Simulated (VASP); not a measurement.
# LiNbO3 (R3c) in VASP: single point with LDA

Aim: the single point of LiNbO3 with LDA.

Everything below comes from runs of VASP 6.6.1. Logs are shortened: lines on timing, memory, paths and dates and some standing lists are left out, and cuts for length are marked.

## 1. The cell of the first run

Symmetry: R3c, No. 161, trigonal system. Conventional cell: a = 5.152 Å, b = 5.152 Å, c = 13.869 Å, α = 90.00°, β = 90.00°, γ = 120.00°. Within 2.7 Å of Li (site symmetry 3) lie 6 O at 2.07 to 2.24 Å. Within 2.5 Å of Nb (site symmetry 3) lie 6 O at 1.88 to 2.13 Å. Within 2.5 Å of O (site symmetry 1) lie 2 Nb at 1.88 to 2.13 Å and 2 Li at 2.07 to 2.24 Å.

## 2. Single point, LDA

File INCAR:

```
PREC = Accurate
ENCUT = 750
EDIFF = 1E-6
ISMEAR = 0
SIGMA = 0.1
LREAL = F
LASPH = T
NELM = 120
ALGO = Normal
ISIF = 2
LWAVE = F
LCHARG = T
GGA = CA
LELF = T
LVHAR = T
NBANDS = 45
GGA_COMPAT = F
```

File KPOINTS:

```
regular mesh
0
Gamma
  6 6 6
```

File POSCAR:

```
LiNbO3
1.0
    2.5758000000      1.4871388200      4.6230000000
   -2.5758000000      1.4871388200      4.6230000000
    0.0000000000     -2.9742776500      4.6230000000
Li Nb O
2 2 6
Direct
    0.7185000000      0.7185000000      0.7185000000
    0.2185000000      0.2185000000      0.2185000000
    0.9999450000      0.9999450000      0.9999450000
    0.4999450000      0.4999450000      0.4999450000
    0.2804100000      0.6416400000      0.8876900000
    0.6416400000      0.8876900000      0.2804100000
    0.8876900000      0.2804100000      0.6416400000
    0.3876900000      0.1416400000      0.7804100000
    0.7804100000      0.3876900000      0.1416400000
    0.1416400000      0.7804100000      0.3876900000
```

Potentials or basis: VASP PAW LDA potentials, release 64 (Li_sv, Nb_sv, O).

Run with:

```console
$ cat potpaw_LDA.64/Li_sv/POTCAR potpaw_LDA.64/Nb_sv/POTCAR potpaw_LDA.64/O/POTCAR > POTCAR
$ mpirun -np 1 vasp_std > vasp.out
```

OUTCAR:

```text
PREC = Accurate
   ENCUT = 750
   EDIFF = 1E-6
   ISMEAR = 0
   LREAL = F
   LASPH = T
   NELM = 120
   ISIF = 2
   GGA = CA

 ion  position               nearest neighbor table
   1  0.718  0.718  0.718-  10 2.07   8 2.07   9 2.07   5 2.24   7 2.24   6 2.24
   2  0.218  0.218  0.218-   5 2.07   6 2.07   7 2.07  10 2.24   9 2.24   8 2.24
   3  1.000  1.000  1.000-   6 1.88   5 1.88   7 1.88   8 2.13   9 2.13  10 2.13
   4  0.500  0.500  0.500-   8 1.88  10 1.88   9 1.88   6 2.13   7 2.13   5 2.13
   5  0.280  0.642  0.888-   3 1.88   2 2.07   4 2.13   1 2.24
   6  0.642  0.888  0.280-   3 1.88   2 2.07   4 2.13   1 2.24
   7  0.888  0.280  0.642-   3 1.88   2 2.07   4 2.13   1 2.24
   8  0.388  0.142  0.780-   4 1.88   1 2.07   3 2.13   2 2.24
   9  0.780  0.388  0.142-   4 1.88   1 2.07   3 2.13   2 2.24
  10  0.142  0.780  0.388-   4 1.88   1 2.07   3 2.13   2 2.24

  LATTYP: Found a trigonal (rhomboedric) cell.
 ALAT       =     5.4971316621
 COS(alpha) =     0.5608812360

  Lattice vectors:

 A1 = (   2.5758000000,   1.4871388200,   4.6230000000)
 A2 = (  -2.5758000000,   1.4871388200,   4.6230000000)
 A3 = (   0.0000000000,  -2.9742776500,   4.6230000000)

Analysis of symmetry for initial positions (statically):
=====================================================================
 Subroutine PRICEL returns:
 Original cell was already a primitive cell.

 Routine SETGRP: Setting up the symmetry group for a
 trigonal (rhombohedral) supercell.

 Subroutine GETGRP returns: Found  6 space group operations
 (whereof  3 operations were pure point group operations)
 out of a pool of 12 trial point group operations.

The static configuration has the point symmetry C_3 .
 The point group associated with its full space group is C_3v.

Analysis of symmetry for dynamics (positions and initial velocities):
=====================================================================
 Subroutine PRICEL returns:
 Original cell was already a primitive cell.

 Routine SETGRP: Setting up the symmetry group for a
 trigonal (rhombohedral) supercell.

 Subroutine GETGRP returns: Found  6 space group operations
 (whereof  3 operations were pure point group operations)
 out of a pool of 12 trial point group operations.

The dynamic configuration has the point symmetry C_3 .
 The point group associated with its full space group is C_3v.

 Subroutine INISYM returns: Found  6 space group operations
 (whereof  3 operations are pure point group operations),
 and found     1 'primitive' translations

----------------------------------------------------------------------------------------

                                     Primitive cell

  volume of cell :     106.2524

  direct lattice vectors                    reciprocal lattice vectors
     2.575800000  1.487138820  4.623000000     0.194114450  0.112072030  0.072103252
    -2.575800000  1.487138820  4.623000000    -0.194114450  0.112072030  0.072103252
     0.000000000 -2.974277650  4.623000000     0.000000000 -0.224144060  0.072103252

  length of vectors
     5.497131662  5.497131662  5.497131665     0.235455810  0.235455810  0.235455810

  position of ions in fractional coordinates (direct lattice)
     0.718500000  0.718500000  0.718500000
     0.218500000  0.218500000  0.218500000
     0.999945000  0.999945000  0.999945000
     0.499945000  0.499945000  0.499945000
     0.280410000  0.641640000  0.887690000
     0.641640000  0.887690000  0.280410000
     0.887690000  0.280410000  0.641640000
     0.387690000  0.141640000  0.780410000
     0.780410000  0.387690000  0.141640000
     0.141640000  0.780410000  0.387690000

  ion indices of the primitive-cell ions
   primitive index   ion index
                 1           1
                 2           2
                 3           3
                 4           4
                 5           5
                 6           6
                 7           7
                 8           8
                 9           9
                10          10

----------------------------------------------------------------------------------------

 KPOINTS: regular mesh

Automatic generation of k-mesh.
 Grid dimensions read from file:
 generate k-points for:    6    6    6

 Generating k-lattice:

  Cartesian coordinates                     Fractional coordinates (reciprocal lattice)
     0.032352408  0.018678672  0.012017209     0.166666667  0.000000000 -0.000000000
    -0.032352408  0.018678672  0.012017209     0.000000000  0.166666667 -0.000000000
     0.000000000 -0.037357343  0.012017209     0.000000000  0.000000000  0.166666667

  Length of vectors
     0.039242635  0.039242635  0.039242635

  Shift w.r.t. Gamma in fractional coordinates (k-lattice)
     0.000000000  0.000000000  0.000000000

 Subroutine IBZKPT returns following result:
 ===========================================

 Found     32 irreducible k-points:

 Following reciprocal coordinates:
            Coordinates               Weight
  0.000000  0.000000  0.000000      1.000000
  0.166667  0.000000 -0.000000      6.000000
  0.333333  0.000000 -0.000000      6.000000
  0.500000  0.000000 -0.000000      3.000000
  0.166667  0.166667 -0.000000      6.000000
  0.333333  0.166667  0.000000     12.000000
[... 16 lines left out ...]
  0.500000  0.500000  0.166667      6.000000
 -0.333333  0.500000  0.166667     12.000000
 [... further k-points ...]
   k-points           NKPTS =     32   k-points in BZ     NKDIM =     32   number of bands    NBANDS=     45
   number of dos      NEDOS =    301   number of ions     NIONS =     10
   total plane-waves  NPLWV = 125000
   dimension x,y,z NGX =    50 NGY =   50 NGZ =   50
   dimension x,y,z NGXF=   100 NGYF=  100 NGZF=  100
   ions per type =               2   2   6
   NGX,Y,Z   is equivalent  to a cutoff of  15.12, 15.12, 15.12 a.u.
   NGXF,Y,Z  is equivalent  to a cutoff of  30.24, 30.24, 30.24 a.u.
 SYSTEM =  unknown system
   PREC   = accura    normal or accurate (medium, high low for compatibility)
   ISTART =      0    job   : 0-new  1-cont  2-samecut
   ICHARG =      2    charge: 1-file 2-atom 10-const
   ISPIN  =      1    spin polarized calculation?
   LNONCOLLINEAR =      F non collinear calculations
   LSORBIT =      F    spin-orbit coupling
   LASPH  =      T    aspherical Exc in radial PAW
   ENCUT  =  750.0 eV  55.12 Ry    7.42 a.u.  12.28 12.28 12.28*2*pi/ulx,y,z
   NELM   =    120;   NELMIN=  2; NELMDL= -5     # of ELM steps
   EDIFF  = 0.1E-05   stopping-criterion for ELM
   LREAL  =      F    real-space projection
   EDIFFG = 0.1E-04   stopping-criterion for IOM
   NSW    =      0    number of steps for IOM
   IBRION =     -1    ionic relax: 0-MD 1-quasi-New 2-CG
   NFREE  =      0    steps in history (QN), initial steepest desc. (CG)
   ISIF   =      2    stress and relaxation
   ISYM   =      2    0-nonsym 1-usesym 2-fastsym
   POTIM  = 0.5000    time-step for ionic-motion
   TEBEG  =    0.0;   TEEND  =   0.0 temperature during run
   PSTRESS=    0.0 pullay stress
   NELECT =      68.0000    total number of electrons
   NUPDOWN=      -1.0000    fix difference up-down
   EMIN   =  10.00;   EMAX   =-10.00  energy-range for DOS
   EFERMI =   0.00;   METHOD = LEGACY
   ISMEAR =     0;   SIGMA  =   0.10  broadening in eV -4-tet -1-fermi 0-gaus
   EFERMI_NEDOS =   21; number of points for ismear=-14 and -15
   IALGO  =     38    algorithm
   IMIX   =      4    mixing-type and parameters
     AMIX     =   0.40;   BMIX     =  1.00
     AMIX_MAG =   1.60;   BMIX_MAG =  1.00
  volume/ion in A,a.u.               =      10.63        71.70
  Fermi-wavevector in a.u.,A,eV,Ry     =   1.410798  2.666022 27.080374  1.990351
  Thomas-Fermi vector in A             =   2.532715
   LORBIT       =      0    0 simple, 1 ext, 2 COOP (PROOUT), +10 PAW based schemes
   GGA     = CA    functional components
   LHFCALC =     F    Hartree Fock is set to
   AEXX    =    0.0000 exact exchange contribution
   IVDW    =     0    specifies the selected vdW correction
   LEPSILON=     F    determine dielectric tensor
   LRPA    =     F    only Hartree local field effects (RPA)
 non-spin polarized calculation
 Gauss-broadening in eV      SIGMA  =   0.10
  energy-cutoff  :      750.00
  volume of cell :      106.25
 maximum number of plane-waves:      4989
 NGX is ok and might be reduce to    50
   NGX = 25   NGY = 25   NGZ = 25

 number of electron      67.9999998 magnetization

 Free energy of the ion-electron system (eV)
  ---------------------------------------------------
  ext. energy  EPLUGINS =         0.00000000
  ---------------------------------------------------
  free energy    TOTEN  =       -87.56409954 eV

  energy without entropy =      -87.56409954  energy(sigma->0) =      -87.56409954

 E-fermi :   3.8519     XC(G=0): -11.3316

 val. band max:        3.2867034805   @ k =   0.1667   0.1667   0.1667
 cond. band min:       6.8175523573   @ k =   0.1667   0.1667  -0.0000
 fundamental gap:      3.5308488769
 Fermi energy:         3.8519082415

 k-point     1 :       0.0000    0.0000    0.0000
  band No.  band energies     occupation
      1     -50.5016      2.00000
      2     -50.4858      2.00000
      3     -38.1614      2.00000
      4     -38.1582      2.00000
      5     -27.0037      2.00000
      6     -27.0037      2.00000
[... 37 lines left out ...]
     44      13.2340      0.00000
     45      13.3711      0.00000

 k-point     2 :       0.1667    0.0000   -0.0000
  band No.  band energies     occupation
      1     -50.5006      2.00000
      2     -50.4869      2.00000
      3     -38.1612      2.00000
      4     -38.1584      2.00000
      5     -26.9949      2.00000
      6     -26.9935      2.00000
[... 1048 lines left out ...]
 k-point    24 :      -0.3333    0.5000    0.1667
  band No.  band energies     occupation
      1     -50.4950      2.00000
      2     -50.4923      2.00000
      3     -38.1602      2.00000
      4     -38.1596      2.00000
      5     -27.0055      2.00000
      6     -27.0039      2.00000
[... 37 lines left out ...]
     44      12.7524      0.00000
     45      13.5277      0.00000

 [... further k-points ...]

------------------------ aborting loop because EDIFF is reached ----------------------------------------

  FORCE on cell =-STRESS in cart. coord.  units (eV):
  Direction    XX          YY          ZZ          XY          YZ          ZX
  --------------------------------------------------------------------------------------
  -------------------------------------------------------------------------------------
  Total       -3.8005938     -3.8005938     -3.8420993      0.0000000      0.0000000      0.0000000
  in kB      -57.3090542    -57.3090542    -57.9349147      0.0000000      0.0000000      0.0000000
  external PRESSURE =     -57.5176744 kB  Pullay stress =       0.0000000 kB

 VOLUME and BASIS-vectors are now :
 -----------------------------------------------------------------------------
  energy-cutoff  :      750.00
  volume of cell :      106.25
      direct lattice vectors                 reciprocal lattice vectors
     2.575800000  1.487138820  4.623000000     0.194114450  0.112072030  0.072103252
    -2.575800000  1.487138820  4.623000000    -0.194114450  0.112072030  0.072103252
     0.000000000 -2.974277650  4.623000000     0.000000000 -0.224144060  0.072103252

 POSITION                                       TOTAL-FORCE (eV/Angst)
 -----------------------------------------------------------------------------------
      0.00000     -0.00000      9.96488         0.000000      0.000000     -0.023780
      0.00000     -0.00000      3.03038         0.000000      0.000000     -0.023780
      0.00000     -0.00000     13.86824         0.000000     -0.000000      0.234436
      0.00000     -0.00000      6.93374         0.000000     -0.000000      0.234436
     -0.93046     -1.26902      8.36643        -0.011834      0.049775     -0.070219
     -0.63378      1.44031      8.36643         0.049024     -0.014639     -0.070219
      1.56423     -0.17129      8.36643        -0.037190     -0.035136     -0.070219
      0.63378     -1.53397      6.05493        -0.049024     -0.014639     -0.070219
      1.01157      1.31585      6.05493         0.037190     -0.035136     -0.070219
     -1.64534      0.21812      6.05493         0.011834      0.049775     -0.070219
 -----------------------------------------------------------------------------------
    total drift:                               -0.000000     -0.000000     -0.000720

  FREE ENERGIE OF THE ION-ELECTRON SYSTEM (eV)
  ---------------------------------------------------
  free  energy   TOTEN  =       -87.5640995355 eV

  energy  without entropy=      -87.5640995355  energy(sigma->0) =      -87.56409954
```

It took 9.5 min on 1 thread of Oxide Virtual Turin-like, shared host; peak memory 0.38 GiB.

What came out:

* Free energy: -87.5641 eV
* Pressure: -5.8 GPa
* Largest force: 0.234 eV/Å
* Band gap on the k mesh: 3.53 eV (least direct gap 3.54 eV)

Forces in eV/Å, atoms in the order of the input:
```
Li   0.000  0.000 -0.024
Li   0.000  0.000 -0.024
Nb   0.000  0.000  0.234
Nb   0.000  0.000  0.234
O   -0.012  0.050 -0.070
O    0.049 -0.015 -0.070
O   -0.037 -0.035 -0.070
O   -0.049 -0.015 -0.070
O    0.037 -0.035 -0.070
O    0.012  0.050 -0.070
```

Levels at points of the mesh, in eV from the valence-band top:
| k point | band 32 | band 33 | band 34 | band 35 | band 36 | band 37 |
| --- | --- | --- | --- | --- | --- | --- |
| (0.00, 0.00, 0.00) | -0.49 | -0.01 | -0.01 | 3.53 | 3.53 | 4.00 |
| (0.50, 0.00, 0.00) | -0.30 | -0.23 | -0.23 | 3.85 | 3.85 | 4.68 |
| (0.50, 0.50, 0.00) | -0.66 | -0.48 | -0.20 | 3.62 | 4.11 | 4.59 |
| (0.50, 0.50, 0.50) | -0.33 | -0.33 | -0.33 | 4.60 | 4.60 | 4.82 |

Caveat: the cell stands under tension. LDA gaps usually lie below the measured ones, often by a third to a half.
